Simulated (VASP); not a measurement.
**ZrSiO4: single point with PBEsol**

Crystal: ZrSiO4.

```
CELL_PARAMETERS angstrom
-6.61617 0.00000 0.00000
0.00000 6.61617 0.00000
3.30809 -3.30809 -8.96541
ATOMIC_POSITIONS crystal
Zr 0.33334 0.33261 0.66558
Zr 0.66667 0.66592 0.33225
Zr 0.00000 0.99926 0.99892
Zr 0.25000 0.74927 0.49892
Zr 0.58334 0.08260 0.16558
Zr 0.91668 0.41593 0.83225
Si 0.83334 0.83259 0.66559
Si 0.16669 0.16593 0.33225
Si 0.50000 0.49928 0.99891
Si 0.75001 0.24924 0.49892
Si 0.08334 0.58259 0.16559
Si 0.41666 0.91595 0.83225
O 0.89365 0.70835 0.78611
O 0.22699 0.04168 0.45277
O 0.56027 0.37503 0.11943
O 0.62578 0.30957 0.61944
O 0.95909 0.64285 0.28611
O 0.29242 0.97622 0.95277
O 0.99477 0.30946 0.61943
O 0.32810 0.64283 0.28611
O 0.66143 0.97618 0.95277
O 0.22692 0.41069 0.45278
O 0.56026 0.74404 0.11944
O 0.89356 0.07735 0.78612
O 0.95757 0.77238 0.54506
O 0.29092 0.10571 0.21173
O 0.62424 0.43906 0.87839
O 0.68980 0.37349 0.37839
O 0.02311 0.70684 0.04508
O 0.35645 0.04019 0.71174
O 0.68968 0.00449 0.37840
O 0.02305 0.33784 0.04507
O 0.35635 0.67119 0.71173
O 0.92192 0.10564 0.21174
O 0.25524 0.43900 0.87840
O 0.58858 0.77227 0.54508
```

```
Program                : VASP 6.6.1
Task                   : single point
Functional             : PBEsol
Potentials or basis    : VASP PAW PBE potentials, release 64 (Zr_sv, Si, O)
Cutoff                 : 600 eV
k mesh                 : 2 × 2 × 2
Occupations            : gaussian, width 0.02 eV
Spin                   : no spin polarisation
Dipole correction      : no
Further INCAR settings : LREAL = Auto; ALGO = Normal; EDIFF = 1e-06; NBANDS = 144
```

```json
{"Pressure": "0.4 GPa", "Largest force": "0.078 eV/Å", "Band gap on the k mesh": "4.72 eV"}
```

Forces in eV/Å, atoms in the order of the input:
```
Zr   0.002  0.000  0.004
Zr   0.002  0.000  0.004
Zr   0.002  0.000  0.004
Zr   0.000 -0.001  0.001
Zr   0.000 -0.001  0.001
Zr   0.000 -0.001  0.001
Si   0.001 -0.003 -0.001
Si   0.001 -0.002 -0.001
Si   0.001 -0.003 -0.003
Si   0.000  0.001 -0.003
Si   0.000  0.000 -0.002
Si   0.000 -0.001 -0.003
O    0.000 -0.064 -0.040
O    0.000 -0.065 -0.040
O   -0.001 -0.065 -0.040
O    0.066  0.000 -0.040
O    0.066  0.001 -0.041
O    0.065  0.001 -0.041
O   -0.065  0.001 -0.040
O   -0.066  0.000 -0.040
O   -0.066  0.000 -0.040
O    0.000  0.065 -0.039
O    0.000  0.065 -0.039
O   -0.001  0.065 -0.039
O   -0.066  0.000  0.042
O   -0.066  0.000  0.042
O   -0.066  0.000  0.042
O    0.000  0.066  0.038
O    0.000  0.066  0.039
O    0.000  0.066  0.039
O   -0.002 -0.064  0.039
O   -0.001 -0.065  0.038
O   -0.001 -0.065  0.038
O    0.065  0.000  0.041
O    0.065  0.000  0.041
O    0.065  0.001  0.041
```

Stress tensor (GPa, compression positive):
```
0.19 0.00 0.00
0.00 0.19 0.00
0.00 0.00 0.73
```

Levels at points of the mesh, in eV from the valence-band top:
```csv
k point,band 118,band 119,band 120,band 121,band 122,band 123
"(0.00, 0.00, 0.00)",-0.42,-0.42,0.00,4.95,5.17,5.17
"(0.50, 0.00, 0.00)",-0.35,-0.26,-0.18,4.90,4.96,4.96
"(0.00, 0.50, 0.50)",-0.35,-0.26,-0.18,4.90,4.96,4.96
"(0.50, 0.00, 0.50)",-0.35,-0.26,-0.18,4.90,4.96,4.96
"(0.00, 0.50, 0.00)",-0.35,-0.26,-0.18,4.90,4.96,4.96
"(0.50, 0.50, 0.00)",-0.51,-0.51,-0.51,4.72,4.72,4.72
"(0.50, 0.50, 0.50)",-0.51,-0.51,-0.51,4.72,4.72,4.72
"(0.00, 0.00, 0.50)",-0.29,-0.05,-0.05,5.00,5.00,5.50
```

Wall time 37 min on 1 thread of Intel Xeon 8259CL (shared host), peak memory 0.75 GiB.

Caveat: the k points lie up to 0.51 Å⁻¹ apart; the PAW data sets were made with another functional, which shifts forces and pressure a little. A k mesh can miss the band edges.
